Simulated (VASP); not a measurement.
Runs of VASP 6.6.1 on GaP. The structure is that of space group F-43m (No. 216), or close to it. The cells are those of the table. 

| task | level | spin | cell | k mesh | cutoff (eV) | smearing | gap on the mesh (eV) | pressure (GPa) |
| --- | --- | --- | --- | --- | --- | --- | --- | --- |
| single point | r2SCAN | off | a = 3.854 Å, angles 60.0°, 2 atoms | 8 × 8 × 8 | 520 | fermi-dirac 0.02 eV | 1.90 | 0.0 |
| relaxation of cell and atoms | r2SCAN | off | relaxed from a = 3.893 Å, angles 60.0°, 2 atoms | 8 × 8 × 8 | 600 | fermi-dirac 0.02 eV | 1.90 | 0.0 |
| single point | PBE | off | a = 3.854 Å, angles 60.0°, 2 atoms | 8 × 8 × 8 | 520 | fermi-dirac 0.02 eV | 1.64 | 2.5 |
| single point | PBE | non-collinear, zero start, SOC | a = 3.854 Å, angles 60.0°, 2 atoms | 8 × 8 × 8 | 520 | gaussian 0.01 eV | - | (a) |
| dielectric tensor | r2SCAN | off | a = 3.854 Å, angles 60.0°, 2 atoms | 6 × 6 × 6 | 520 | gaussian 0.01 eV | 1.91 | - |

Alike in all rows: potentials or basis VASP PAW PBE potentials, release 64 (Ga_d, P).

Question: Fill in the values left out.

Answer: (a) 2.4.

Caveats: the PAW data sets were made with another functional, which shifts forces and pressure a little (at least some runs).

A k mesh can miss the band edges, and rows without SOC leave out spin-orbit coupling on Ga.
